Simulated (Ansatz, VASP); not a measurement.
SiF5 in VASP and in Ansatz

```
Si F
1.0
    -3.50052    3.50052    1.81876
     3.50052   -3.50052    1.81876
     3.50052    3.50052   -1.81876
Si F
1 5
Direct
  0.00000 0.00000 0.00000
  0.92774 0.22546 0.15320
  0.77454 0.92774 0.70228
  0.07226 0.77454 0.84680
  0.22546 0.07226 0.29772
  0.50000 0.50000 0.00000
```

Alike in both runs: functional PBE; k mesh 5 × 5 × 5; occupations gaussian, width 0.2 eV; no spin polarisation.

Ansatz relaxed the structure, and its values are those at the end. VASP's run is a single point on that final structure, the one shown.

|  | VASP | Ansatz |
| --- | --- | --- |
| version | VASP 6.6.1 | Ansatz 0.2.0 |
| potentials or method | VASP PAW PBE potentials, release 64 (Si, F), cutoff 520 eV | scalar-relativistic, plane waves, PAW |
| valence electrons in the cell | 39 | 39 |

|  | VASP | Ansatz | Ansatz less VASP |
| --- | --- | --- | --- |
| gap on the k mesh at the Fermi level (eV) | none | none | - |
| pressure (GPa) | 0.4 | 0.1 | -0.35 |
| rms of the force components (eV/Å) | 0.057 | 0.022 | -0.0347 |

A gap of «none» marks a metal or a gap that the smearing closes. With one functional, cell and mesh, what is left measures potentials, basis and numerics.

The k mesh is coarse, so the values compare programs but aren't converged.
